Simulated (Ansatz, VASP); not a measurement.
## Two plane-wave programs on NaF

Contents of POSCAR:

```
NaF
1.0
    0.0000000000      2.3611051017      2.2972417802
    2.3611051017      0.0000000000      2.2972417802
    2.3611051017      2.3611051017      0.0000000000
Na F
1 1
Direct
    0.0000000000      0.0000000000      0.0000000000
    0.5000000000      0.5000000000      0.5000000000
```

INCAR.step1

```
SYSTEM = NaF
  PREC = Accurate
  ENCUT = 520
  EDIFF = 1E-5
  ISMEAR = 0
  SIGMA = 0.01
  LREAL = .False.
  LASPH = .True.
  NELM = 60
  ALGO = Normal
  ISIF = 2
  LWAVE = .True.
  LCHARG = .False.
  NBANDS = 14
  GGA = PE
```

The input INCAR.step2:

```
SYSTEM = NaF
  PREC = Accurate
  ENCUT = 520
  EDIFF = 1E-6
  ISMEAR = 0
  SIGMA = 0.01
  LREAL = .False.
  LASPH = .True.
  NELM = 60
  ALGO = Normal
  ISIF = 2
  LWAVE = .False.
  LCHARG = .False.
  GGA = PE
  LHFCALC = .True.
  HFSCREEN = 0.2079
  PRECFOCK = Normal
  NBANDS = 14
  ISTART = 1
```

File KPOINTS:

```
Automatic mesh
0
Gamma
  6 6 6
  0 0 0
```

Input for Ansatz:

```yaml
crystal:
  lattice:
    - [0.0, 2.3611051017, 2.2972417802]
    - [2.3611051017, 0.0, 2.2972417802]
    - [2.3611051017, 2.3611051017, 0.0]
  atoms:
    - { symbol: Na, position: [0.0, 0.0, 0.0] }
    - { symbol: F, position: [0.5, 0.5, 0.5] }
kpoints:
  mp_grid: { grid: [6, 6, 6] }
  band_path:
    path:
      - [0.0, 0.0, 0.0]
      - [0.5, 0.0, 0.5]
      - [0.625, 0.25, 0.625]
      - [0.375, 0.375, 0.75]
      - [0.5, 0.5, 0.5]
      - [0.5, 0.25, 0.75]
    npoints: 1
hamiltonian:
  xc: hse06
scf:
  occupations: { method: fixed }
  n_extra_bands: 4
output:
  forces: true
  stress: true
  eigenvalues: true
  write_density: true
  write_potential: true
  elf: true
  volumetric_format: npy
```

Change from the starting cell: biaxial_xy strain +2.8%.

Alike in both runs: task single point; functional HSE06; k mesh 6 × 6 × 6; no spin polarisation.

|  | VASP | Ansatz |
| --- | --- | --- |
| version | VASP 6.6.1 | Ansatz 0.2.0 |
| potentials or method | VASP PAW PBE potentials, release 64 (Na_pv, F) | plane waves, PAW |
| plane-wave cutoff (eV) | 520 | 420 |
| occupations | gaussian, width 0.01 eV | fixed |
| valence electrons in the cell | 14 | 16 |

VASP gave:

* gap on the k mesh at the Fermi level (eV): 8.27
* pressure (GPa): -1.1
* traceless stress, the component that is largest in VASP (GPa): 1.35

What did Ansatz give for the same quantities?

gap on the k mesh at the Fermi level (eV): 8.30; pressure (GPa): -1.1; traceless stress, the component that is largest in VASP (GPa): 1.29.

VASP's potentials hold 14 valence electrons a cell and Ansatz's 16, so a difference there can come from the potentials and not from the codes. Ansatz's warnings: stress exchange threshold loose, stress scf threshold loose.
